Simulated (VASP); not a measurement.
Fe:

```xyz
1
Lattice="0.0000 1.9417 1.9651 1.4984 0.0000 1.9651 1.4984 1.9417 0.0000" Properties=species:S:1:pos:R:3 pbc="T T T"
Fe    0.0000    0.0000    0.0000
```

Base run:

| Property | Result |
| --- | --- |
| Program | VASP 6.6.1 |
| Functional | PBE |
| Potentials or basis | VASP PAW PBE potentials, release 64 (Fe_sv) |
| Cutoff | 690 eV |
| k mesh | 11 × 11 × 11 |
| Occupations | fermi-dirac, width 0.05 eV |
| Spin | collinear spin, ferromagnetic start |
| Starting moments | [1.5] μB |
| Fixed moment | 1.5 μB |

Its results: pressure -12.1 GPa; site moments Fe +1.54 μB.

**Question.** After a change of settings the same cell gave: pressure 102.7 GPa; site moments Fe +3.74 μB. Which change was it?
A. fixed moment from 1.5 μB to 3.8 μB; moments at the start from [1.5] to [3.8]
B. fixed moment from 1.5 μB to 2.2 μB; moments at the start from [1.5] to [2.2]
C. fixed moment from 1.5 μB to 4.5 μB; moments at the start from [1.5] to [4.5]

**Answer.** C.

Caveats: the total moment is fixed, so each spin has its own Fermi level and the state may be an excited one; the stress differs along the axes, from -16 to -9 GPa (at least some runs); the stress differs along the axes, from 98 to 111 GPa (at least some runs).
